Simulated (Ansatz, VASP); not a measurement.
# Two plane-wave programs on CrSiB3

INCAR

```
SYSTEM = CrSiB3
PREC = Accurate
ENCUT = 520
EDIFF = 1E-6
ISMEAR = 0
SIGMA = 0.1
LREAL = .False.
LASPH = .True.
NELM = 150
ALGO = Normal
ISIF = 2
LWAVE = .False.
LCHARG = .False.
ISPIN = 2
MAGMOM = 3 0 0 0 0
LORBIT = 11
LMAXMIX = 4
GGA = PE
NBANDS = 24
```

The input KPOINTS:

```
Automatic mesh
0
Gamma
  4 4 4
  0 0 0
```

The input POSCAR:

```
CrSiB3
1.0
    3.7470040500      0.0000000000      0.0000000000
    0.0000000000      3.7470040500      0.0000000000
    0.0000000000      0.0000000000      3.7470040500
Cr Si B
1 1 3
Direct
    0.5000000000      0.5000000000      0.5000000000
    0.0000000000      0.0000000000      0.0000000000
    0.5000000000      0.0000000000      0.5000000000
    0.0000000000      0.5000000000      0.5000000000
    0.5000000000      0.5000000000      0.0000000000
```

Input for Ansatz:

```yaml
crystal:
  lattice:
    - [3.74700405, 0.0, 0.0]
    - [0.0, 3.74700405, 0.0]
    - [0.0, 0.0, 3.74700405]
  atoms:
    - { symbol: Cr, position: [0.5, 0.5, 0.5], spin: 3.0 }
    - { symbol: Si, position: [0.0, 0.0, 0.0] }
    - { symbol: B, position: [0.5, 0.0, 0.5] }
    - { symbol: B, position: [0.0, 0.5, 0.5] }
    - { symbol: B, position: [0.5, 0.5, 0.0] }
basis:
  ecutwfc: 420
kpoints:
  mp_grid: { grid: [4, 4, 4] }
hamiltonian:
  xc: pbe
scf:
  occupations: { method: gaussian, width: 0.1 }
  lower_state_search: "off"
output:
  forces: true
  stress: true
  eigenvalues: true
  populations: true
magnetization:
  spin_polarized: true
```

Change from the starting cell: species swapped into the La3PbC type (Pm-3m, No. 221).

Alike in both runs: task single point; functional PBE; k mesh 4 × 4 × 4; occupations gaussian, width 0.1 eV; collinear spin.

|  | VASP | Ansatz |
| --- | --- | --- |
| version | VASP 6.6.1 | Ansatz 0.2.0 |
| potentials or method | VASP PAW PBE potentials, release 64 (Cr_pv, Si, B), cutoff 520 eV | scalar-relativistic, plane waves, PAW |
| valence electrons in the cell | 25 | 27 |

Ansatz gave:

* gap on the k mesh at the Fermi level (eV): none
* pressure (GPa): 20.8
* net moment per atom (μB): 0.02
* size of the moment on the site where the two differ most (μB): 0.12

Task: What did VASP give for the same quantities?

Result: gap on the k mesh at the Fermi level (eV): none; pressure (GPa): 20.8; net moment per atom (μB): 0.02; size of the moment on the site where the two differ most (μB): 0.15.

Site moments also hang on the region over which each program counts them. A gap of «none» marks a metal or a gap that the smearing closes. With one functional, cell and mesh, what is left measures potentials, basis and numerics. VASP's potentials hold 25 valence electrons a cell and Ansatz's 27, so a difference there can come from the potentials and not from the codes. Ansatz's warnings: seeded moment not kept.

The k mesh is coarse, so the values compare programs but aren't converged.
